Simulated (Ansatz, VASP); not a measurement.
## Ti: VASP beside Ansatz

```
Ti
1.0
     4.56737    0.00000    0.00000
    -2.28369    3.95546    0.00000
     0.00000    0.00000    2.82624
Ti
3
Direct
  0.66667 0.33333 0.50000
  0.33333 0.66667 0.50000
  0.00000 0.00000 0.00000
```

Alike in both runs: task relaxation of cell and atoms; functional revPBE; dispersion D4; k mesh 7 × 7 × 9; occupations fermi-dirac, width 0.05 eV; no spin polarisation.

|  | VASP | Ansatz |
| --- | --- | --- |
| version | VASP 6.6.1 | Ansatz 0.2.0 |
| potentials or method | VASP PAW PBE potentials, release 64 (Ti_sv) | Ansatz PAW |
| plane-wave cutoff (eV) | 600 | 420 |
| valence electrons in the cell | 36 | 36 |

VASP gave:

```
gap on the k mesh at the Fermi level, each at its own relaxed structure (eV) : none
relaxed volume (Å³/atom)                                                     : 17.00
relaxed cell length with the largest relative difference (Å)                 : 4.568
```

What did Ansatz give for the same quantities?

gap on the k mesh at the Fermi level, each at its own relaxed structure (eV): none; relaxed volume (Å³/atom): 17.05; relaxed cell length with the largest relative difference (Å): 4.572.

VASP's potentials were made for PBE, not for revPBE. A gap of «none» marks a metal or a gap that the smearing closes.

Noted on Ansatz's run: the plane-wave basis is chosen anew once the cell has moved, so the energies of steps on either side of that aren't comparable.
